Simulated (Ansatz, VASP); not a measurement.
ZrPdSe4 in VASP and in Ansatz

```
Zr Pd Se
1.0
     0.00000    3.93454    3.93454
     3.93454    0.00000    3.93454
     3.93454    3.93454    0.00000
Zr Pd Se
1 1 4
Direct
  0.25000 0.25000 0.25000
  0.00000 0.00000 0.00000
  0.62509 0.62509 0.62509
  0.62509 0.62509 0.12473
  0.62509 0.12473 0.62509
  0.12473 0.62509 0.62509
```

Change from the starting cell: species swapped into the LuInCo4 type (F-43m, No. 216).

Alike in both runs: functional PBE; k mesh 8 × 8 × 8; occupations gaussian, width 0.1 eV; no spin polarisation.

Ansatz relaxed the structure, and its values are those at the end. VASP's run is a single point on that final structure, the one shown.

|  | VASP | Ansatz |
| --- | --- | --- |
| version | VASP 6.6.1 | Ansatz 0.2.0 |
| potentials or method | VASP PAW PBE potentials, release 64 (Zr_sv, Pd, Se), cutoff 520 eV | scalar-relativistic, plane waves, PAW |
| valence electrons in the cell | 46 | 94 |

```tsv
	VASP	Ansatz	Ansatz less VASP
gap on the k mesh at the Fermi level (eV)	none	none	-
pressure (GPa)	0.0	0.0	-0.03
```

A gap of «none» marks a metal or a gap that the smearing closes. VASP's potentials hold 46 valence electrons a cell and Ansatz's 94, so a difference there can come from the potentials and not from the codes.
